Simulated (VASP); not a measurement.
Set up this calculation in VASP 6.6.1, as the native input.

```
Task                   : single point
Functional             : r2SCAN
Potentials or basis    : VASP PAW PBE potentials, release 64 (Pb_d, Se)
Cutoff                 : 520 eV
k mesh                 : 12 × 12 × 12
Occupations            : gaussian, width 0.1 eV
Spin                   : no spin polarisation
Dipole correction      : no
Further INCAR settings : ALGO = Normal; EDIFF = 1e-06; NBANDS = 17
```

Crystal: PbSe.

```
Pb Se
1.0
     3.87583    0.00000    0.00000
     0.00000    3.87583    0.00000
     0.00000    0.00000    3.87583
Pb Se
1 1
Direct
  0.00000 0.00000 0.00000
  0.50000 0.50000 0.50000
```

This cell differs from its parent crystal: strained.

These files were run (other wordings do the same):

POSCAR

```
PbSe
1.0
    3.8758269060      0.0000000000      0.0000000000
    0.0000000000      3.8758269060      0.0000000000
    0.0000000000      0.0000000000      3.8758269060
Pb Se
1 1
Direct
    0.0000000000      0.0000000000      0.0000000000
    0.5000000000      0.5000000000      0.5000000000
```

INCAR.step1

```
SYSTEM = PbSe
PREC = Accurate
ENCUT = 520
ISMEAR = 0
SIGMA = 0.1
LREAL = .False.
LASPH = .True.
NELM = 100
NBANDS = 17
GGA = PE
ALGO = Normal
EDIFF = 1E-4
LWAVE = .True.
LCHARG = .False.
```

INCAR.step2

```
SYSTEM = PbSe
PREC = Accurate
ENCUT = 520
EDIFF = 1E-6
ISMEAR = 0
SIGMA = 0.1
LREAL = .False.
LASPH = .True.
NELM = 100
ALGO = Normal
ISIF = 2
LWAVE = .False.
LCHARG = .False.
METAGGA = R2SCAN
LMIXTAU = .True.
NBANDS = 17
ISTART = 1
```

KPOINTS

```
Automatic mesh
0
Gamma
  12 12 12
  0 0 0
```

Potentials or basis: VASP PAW PBE potentials, release 64 (Pb_d, Se).

The run is started by

```console
$ cat potpaw_PBE.64/Pb_d/POTCAR potpaw_PBE.64/Se/POTCAR > POTCAR
$ cp INCAR.step1 INCAR
$ mpirun -np 1 vasp_std > vasp.out
$ cp INCAR.step2 INCAR
$ mpirun -np 1 vasp_std > vasp.out
```

It gave:

```yaml
Pressure: -3.9 GPa
Band_gap_on_the_k_mesh: zero (bands 10 and 11 overlap by 0.25 eV)
```

Caveat: the cell differs from its parent crystal (strained); the cell stands under tension; semilocal functionals underestimate gaps, and a narrow one can read as zero; the PAW data sets were made with another functional, which shifts forces and pressure a little; spin-orbit coupling is left out, which moves the levels of the heavy elements.

It took 7.8 min on 1 thread of AMD EPYC 7R13 (shared host), peak memory 0.2 GiB.
